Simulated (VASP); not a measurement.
# KTaO3 (Pm-3m) in VASP: single point with HSE06

Aim: the single point of KTaO3 with HSE06.

Program: VASP 6.6.1. These are calculated values, not measurements. Logs are shortened: lines on timing, memory, paths and dates and some standing lists are left out, and cuts for length are marked.

## 1. The cell of the first run

It takes space group Pm-3m (No. 221, cubic). Conventional cell: a = 4.110 Å, b = 4.110 Å, c = 4.110 Å, α = 90.00°, β = 90.00°, γ = 90.00°. K (site symmetry m-3m) has 12 O at 2.91 Å and 8 Ta at 3.56 Å within 3.8 Å. Ta (site symmetry m-3m) has 6 O at 2.05 Å within 2.7 Å. Within 2.7 Å of O (site symmetry 4/mmm) lie 2 Ta at 2.05 Å.

## 2. Single point, HSE06 (strain +3.0%)

File POSCAR:

```
KTaO3
1.0
    4.1098350361      0.0000000000      0.0000000000
    0.0000000000      4.1098350361      0.0000000000
    0.0000000000      0.0000000000      4.1098350361
K Ta O
1 1 3
Direct
    0.0000000000      0.0000000000      0.0000000000
    0.5000000000      0.5000000000      0.5000000000
    0.5000000000      0.5000000000      0.0000000000
    0.5000000000      0.0000000000      0.5000000000
    0.0000000000      0.5000000000      0.5000000000
```

File INCAR.step1:

```
  PREC = Accurate
  ENCUT = 520
  EDIFF = 1E-5
  ISMEAR = 0
  SIGMA = 0.01
  LREAL = False
  LASPH = True
  NELM = 60
  ALGO = Normal
  ISIF = 2
  LWAVE = True
  LCHARG = False
  NBANDS = 27
  GGA = PE
```

File INCAR.step2:

```
  PREC = Accurate
  ENCUT = 520
  EDIFF = 1E-6
  ISMEAR = 0
  SIGMA = 0.01
  LREAL = False
  LASPH = True
  NELM = 60
  ALGO = Normal
  ISIF = 2
  LWAVE = False
  LCHARG = False
  GGA = PE
  LHFCALC = True
  HFSCREEN = 0.2079
  PRECFOCK = Fast
  NBANDS = 27
  ISTART = 1
```

File KPOINTS:

```
Automatic mesh
0
Gamma
  4 4 4
```

Potentials or basis: VASP PAW PBE potentials, release 64 (K_sv, Ta_pv, O).

Started as:

```
> cat potpaw_PBE.64/K_sv/POTCAR potpaw_PBE.64/Ta_pv/POTCAR potpaw_PBE.64/O/POTCAR > POTCAR
> cp INCAR.step1 INCAR
> mpirun -np 1 vasp_std > vasp.out
> cp INCAR.step2 INCAR
> mpirun -np 1 vasp_std > vasp.out
```

OUTCAR:

```text
PREC = Accurate
   ENCUT = 520
   EDIFF = 1E-6
   ISMEAR = 0
   LREAL = False
   LASPH = True
   NELM = 60
   ISIF = 2
   GGA = PE
   LHFCALC = True
   HFSCREEN = 0.2079
   PRECFOCK = Fast
   ISTART = 1

 ion  position               nearest neighbor table
   1  0.000  0.000  0.000-   2 3.56   2 3.56   2 3.56   2 3.56   2 3.56   2 3.56   2 3.56   2 3.56

   2  0.500  0.500  0.500-   3 2.05   4 2.05   5 2.05   3 2.05   4 2.05   5 2.05   1 3.56   1 3.56
                             1 3.56   1 3.56   1 3.56   1 3.56   1 3.56   1 3.56
   3  0.500  0.500  0.000-   2 2.05   2 2.05
   4  0.500  0.000  0.500-   2 2.05   2 2.05
   5  0.000  0.500  0.500-   2 2.05   2 2.05

  LATTYP: Found a simple cubic cell.
 ALAT       =     4.1098350361

  Lattice vectors:

 A1 = (   4.1098350361,   0.0000000000,   0.0000000000)
 A2 = (   0.0000000000,   4.1098350361,   0.0000000000)
 A3 = (   0.0000000000,   0.0000000000,   4.1098350361)

Analysis of symmetry for initial positions (statically):
=====================================================================
 Subroutine PRICEL returns:
 Original cell was already a primitive cell.

 Routine SETGRP: Setting up the symmetry group for a
 simple cubic supercell.

 Subroutine GETGRP returns: Found 48 space group operations
 (whereof 48 operations were pure point group operations)
 out of a pool of 48 trial point group operations.

The static configuration has the point symmetry O_h .

Analysis of symmetry for dynamics (positions and initial velocities):
=====================================================================
 Subroutine PRICEL returns:
 Original cell was already a primitive cell.

 Routine SETGRP: Setting up the symmetry group for a
 simple cubic supercell.

 Subroutine GETGRP returns: Found 48 space group operations
 (whereof 48 operations were pure point group operations)
 out of a pool of 48 trial point group operations.

The dynamic configuration has the point symmetry O_h .

 Subroutine INISYM returns: Found 48 space group operations
 (whereof 48 operations are pure point group operations),
 and found     1 'primitive' translations

----------------------------------------------------------------------------------------

                                     Primitive cell

  volume of cell :      69.4182

  direct lattice vectors                    reciprocal lattice vectors
     4.109835036  0.000000000  0.000000000     0.243318769  0.000000000  0.000000000
     0.000000000  4.109835036  0.000000000     0.000000000  0.243318769  0.000000000
     0.000000000  0.000000000  4.109835036     0.000000000  0.000000000  0.243318769

  length of vectors
     4.109835036  4.109835036  4.109835036     0.243318769  0.243318769  0.243318769

  position of ions in fractional coordinates (direct lattice)
     0.000000000  0.000000000  0.000000000
     0.500000000  0.500000000  0.500000000
     0.500000000  0.500000000  0.000000000
     0.500000000  0.000000000  0.500000000
     0.000000000  0.500000000  0.500000000

  ion indices of the primitive-cell ions
   primitive index   ion index
                 1           1
                 2           2
                 3           3
                 4           4
                 5           5

----------------------------------------------------------------------------------------

 KPOINTS: Automatic mesh

Automatic generation of k-mesh.
 Grid dimensions read from file:
 generate k-points for:    4    4    4

 Generating k-lattice:

  Cartesian coordinates                     Fractional coordinates (reciprocal lattice)
     0.060829692  0.000000000  0.000000000     0.250000000  0.000000000  0.000000000
     0.000000000  0.060829692  0.000000000     0.000000000  0.250000000  0.000000000
     0.000000000  0.000000000  0.060829692     0.000000000  0.000000000  0.250000000

  Length of vectors
     0.060829692  0.060829692  0.060829692

  Shift w.r.t. Gamma in fractional coordinates (k-lattice)
     0.000000000  0.000000000  0.000000000

 Subroutine IBZKPT returns following result:
 ===========================================

 Found     10 irreducible k-points:

 Following reciprocal coordinates:
            Coordinates               Weight
  0.000000  0.000000  0.000000      1.000000
  0.250000  0.000000  0.000000      6.000000
  0.500000  0.000000  0.000000      3.000000
  0.250000  0.250000  0.000000     12.000000
  0.500000  0.250000  0.000000     12.000000
  0.500000  0.500000  0.000000      3.000000
  0.250000  0.250000  0.250000      8.000000
  0.500000  0.250000  0.250000     12.000000
  0.500000  0.500000  0.250000      6.000000
  0.500000  0.500000  0.500000      1.000000
   k-points           NKPTS =     10   k-points in BZ     NKDIM =     64   number of bands    NBANDS=     27
   number of dos      NEDOS =    301   number of ions     NIONS =      5
   total plane-waves  NPLWV =  32768
   dimension x,y,z NGX =    32 NGY =   32 NGZ =   32
   dimension x,y,z NGXF=    64 NGYF=   64 NGZF=   64
   ions per type =               1   1   3
   NGX,Y,Z   is equivalent  to a cutoff of  12.94, 12.94, 12.94 a.u.
   NGXF,Y,Z  is equivalent  to a cutoff of  25.89, 25.89, 25.89 a.u.
 SYSTEM =  unknown system
   PREC   = accura    normal or accurate (medium, high low for compatibility)
   ISTART =      1    job   : 0-new  1-cont  2-samecut
   ICHARG =      0    charge: 1-file 2-atom 10-const
   ISPIN  =      1    spin polarized calculation?
   LNONCOLLINEAR =      F non collinear calculations
   LSORBIT =      F    spin-orbit coupling
   LASPH  =      T    aspherical Exc in radial PAW
   ENCUT  =  520.0 eV  38.22 Ry    6.18 a.u.   7.64  7.64  7.64*2*pi/ulx,y,z
   NELM   =     60;   NELMIN=  2; NELMDL=  0     # of ELM steps
   EDIFF  = 0.1E-05   stopping-criterion for ELM
   LREAL  =      F    real-space projection
   EDIFFG = 0.1E-04   stopping-criterion for IOM
   NSW    =      0    number of steps for IOM
   IBRION =     -1    ionic relax: 0-MD 1-quasi-New 2-CG
   NFREE  =      0    steps in history (QN), initial steepest desc. (CG)
   ISIF   =      2    stress and relaxation
   ISYM   =      3    0-nonsym 1-usesym 2-fastsym
   POTIM  = 0.5000    time-step for ionic-motion
   TEBEG  =    0.0;   TEEND  =   0.0 temperature during run
   PSTRESS=    0.0 pullay stress
   NELECT =      38.0000    total number of electrons
   NUPDOWN=      -1.0000    fix difference up-down
   EMIN   =  10.00;   EMAX   =-10.00  energy-range for DOS
   EFERMI =   0.00;   METHOD = LEGACY
   ISMEAR =     0;   SIGMA  =   0.01  broadening in eV -4-tet -1-fermi 0-gaus
   EFERMI_NEDOS =   21; number of points for ismear=-14 and -15
   IALGO  =     38    algorithm
   IMIX   =      1    mixing-type and parameters
     AMIX     =   0.40;   BMIX     =  1.00
     AMIX_MAG =   1.60;   BMIX_MAG =  1.00
  volume/ion in A,a.u.               =      13.88        93.69
  Fermi-wavevector in a.u.,A,eV,Ry     =   1.339199  2.530718 24.401406  1.793453
  Thomas-Fermi vector in A             =   2.467609
   LORBIT       =      0    0 simple, 1 ext, 2 COOP (PROOUT), +10 PAW based schemes
   GGA     = PE    functional components
   LHFCALC =     T    Hartree Fock is set to
   PRECFOCK=fast      Normal, Fast or Accurate (Low or Medium for compatibility)
   ENCUT4O =  -1.0   cutoff for four orbital integrals eV
   NKREDX  =     1    reduce k-point grid by
   NKREDY  =     1    reduce k-point grid by
   NKREDZ  =     1    reduce k-point grid by
   AEXX    =    0.2500 exact exchange contribution
   HFSCREEN=    0.2079 screening length (either q_TF or 0.3 A-1)
   HFSCREENC=   0.2079 screening length for correlation (either q_TF or 0.3 A-1)
   ENCUTFOCK=  -1.0 apply spherical cutoff to Coloumb kernel
   IVDW    =     0    specifies the selected vdW correction
   LEPSILON=     F    determine dielectric tensor
   LRPA    =     F    only Hartree local field effects (RPA)
 non-spin polarized calculation
 Gauss-broadening in eV      SIGMA  =   0.01
  energy-cutoff  :      520.00
  volume of cell :       69.42
 maximum number of plane-waves:      1888
 NGX is ok and might be reduce to    32
  NGX = 18; NGY = 18; NGZ = 18

 number of electron      38.0000027 magnetization

 Free energy of the ion-electron system (eV)
  ---------------------------------------------------
  ext. energy  EPLUGINS =         0.00000000
  ---------------------------------------------------
  free energy    TOTEN  =       -49.04977900 eV

  energy without entropy =      -49.04977900  energy(sigma->0) =      -49.04977900

 E-fermi :   0.2740     XC(G=0):  -8.5728

 val. band max:        0.1298101667   @ k =   0.5000   0.5000   0.5000
 cond. band min:       3.3526014134   @ k =   0.0000   0.0000   0.0000
 fundamental gap:      3.2227912467
 Fermi energy:         0.2739959482

 k-point     1 :       0.0000    0.0000    0.0000
  band No.  band energies     occupation
      1     -36.4246      2.00000
      2     -36.4246      2.00000
      3     -36.4246      2.00000
      4     -29.2014      2.00000
      5     -18.7326      2.00000
      6     -18.0315      2.00000
[... 19 lines left out ...]
     26       9.9193      0.00000
     27       9.9193      0.00000

 k-point     2 :       0.2500    0.0000    0.0000
  band No.  band energies     occupation
      1     -36.4570      2.00000
      2     -36.4223      2.00000
      3     -36.4223      2.00000
      4     -29.1926      2.00000
      5     -18.6174      2.00000
      6     -18.0223      2.00000
[... 19 lines left out ...]
     26      10.5882      0.00000
     27      10.7015      0.00000

 k-point     3 :       0.5000    0.0000    0.0000
  band No.  band energies     occupation
      1     -36.4892      2.00000
      2     -36.4200      2.00000
      3     -36.4200      2.00000
      4     -29.1838      2.00000
      5     -18.5864      2.00000
      6     -18.0131      2.00000
[... 19 lines left out ...]
     26      11.3329      0.00000
     27      12.4299      0.00000

 k-point     4 :       0.2500    0.2500    0.0000
  band No.  band energies     occupation
      1     -36.4547      2.00000
      2     -36.4545      2.00000
      3     -36.4199      2.00000
      4     -29.1856      2.00000
      5     -18.4374      2.00000
      6     -17.8049      2.00000
[... 19 lines left out ...]
     26      11.1257      0.00000
     27      11.3662      0.00000

 k-point     5 :       0.5000    0.2500    0.0000
  band No.  band energies     occupation
      1     -36.4868      2.00000
      2     -36.4522      2.00000
      3     -36.4176      2.00000
      4     -29.1787      2.00000
      5     -18.3676      2.00000
      6     -17.7623      2.00000
[... 19 lines left out ...]
     26      11.9040      0.00000
     27      12.2716      0.00000

 k-point     6 :       0.5000    0.5000    0.0000
  band No.  band energies     occupation
      1     -36.4843      2.00000
      2     -36.4843      2.00000
      3     -36.4152      2.00000
      4     -29.1736      2.00000
      5     -18.2610      2.00000
      6     -17.3404      2.00000
[... 19 lines left out ...]
     26      13.0724      0.00000
     27      13.0724      0.00000

 k-point     7 :       0.2500    0.2500    0.2500
  band No.  band energies     occupation
      1     -36.4523      2.00000
      2     -36.4522      2.00000
      3     -36.4522      2.00000
      4     -29.1795      2.00000
      5     -18.1164      2.00000
      6     -17.6857      2.00000
[... 19 lines left out ...]
     26      11.6782      0.00000
     27      11.6782      0.00000

 k-point     8 :       0.5000    0.2500    0.2500
  band No.  band energies     occupation
      1     -36.4843      2.00000
      2     -36.4498      2.00000
      3     -36.4498      2.00000
      4     -29.1735      2.00000
      5     -17.9852      2.00000
      6     -17.6679      2.00000
[... 19 lines left out ...]
     26      11.9944      0.00000
     27      12.4285      0.00000

 k-point     9 :       0.5000    0.5000    0.2500
  band No.  band energies     occupation
      1     -36.4819      2.00000
      2     -36.4819      2.00000
      3     -36.4475      2.00000
      4     -29.1682      2.00000
      5     -17.8032      2.00000
      6     -17.3116      2.00000
[... 19 lines left out ...]
     26      11.7051      0.00000
     27      12.6073      0.00000

 k-point    10 :       0.5000    0.5000    0.5000
  band No.  band energies     occupation
      1     -36.4796      2.00000
      2     -36.4796      2.00000
      3     -36.4796      2.00000
      4     -29.1629      2.00000
      5     -17.2822      2.00000
      6     -17.2822      2.00000
[... 19 lines left out ...]
     26      12.1389      0.00000
     27      13.2412      0.00000

------------------------ aborting loop because EDIFF is reached ----------------------------------------

  FORCE on cell =-STRESS in cart. coord.  units (eV):
  Direction    XX          YY          ZZ          XY          YZ          ZX
  --------------------------------------------------------------------------------------
  -------------------------------------------------------------------------------------
  Total       -6.8186474     -6.8186474     -6.8186474     -0.0000000     -0.0000000     -0.0000000
  in kB     -157.3749653   -157.3749653   -157.3749653     -0.0000000     -0.0000000     -0.0000000
  external PRESSURE =    -157.3749653 kB  Pullay stress =       0.0000000 kB

 VOLUME and BASIS-vectors are now :
 -----------------------------------------------------------------------------
  energy-cutoff  :      520.00
  volume of cell :       69.42
      direct lattice vectors                 reciprocal lattice vectors
     4.109835036  0.000000000  0.000000000     0.243318769  0.000000000  0.000000000
     0.000000000  4.109835036  0.000000000     0.000000000  0.243318769  0.000000000
     0.000000000  0.000000000  4.109835036     0.000000000  0.000000000  0.243318769

 POSITION                                       TOTAL-FORCE (eV/Angst)
 -----------------------------------------------------------------------------------
      0.00000      0.00000      0.00000         0.000000      0.000000      0.000000
      2.05492      2.05492      2.05492         0.000000      0.000000      0.000000
      2.05492      2.05492      0.00000         0.000000      0.000000      0.000000
      2.05492      0.00000      2.05492         0.000000      0.000000      0.000000
      0.00000      2.05492      2.05492         0.000000      0.000000      0.000000
 -----------------------------------------------------------------------------------
    total drift:                               -0.000002     -0.000002     -0.000001

  FREE ENERGIE OF THE ION-ELECTRON SYSTEM (eV)
  ---------------------------------------------------
  free  energy   TOTEN  =       -49.0497789987 eV

  energy  without entropy=      -49.0497789987  energy(sigma->0) =      -49.04977900
```

It took 28 min on 1 thread of AMD EPYC 7R43 (Zen 3), shared host; peak memory 0.27 GiB.

Results:

```yaml
Free_energy: -49.0498 eV
Pressure: -15.7 GPa
Band_gap_on_the_k_mesh: 3.22 eV, indirect (least direct gap 3.88 eV)
```

Caveat: the cell differs from its parent crystal (strain +3.0%); the PAW data sets were made with another functional, which shifts forces and pressure a little; spin-orbit coupling is left out, which moves the levels of the heavy elements.
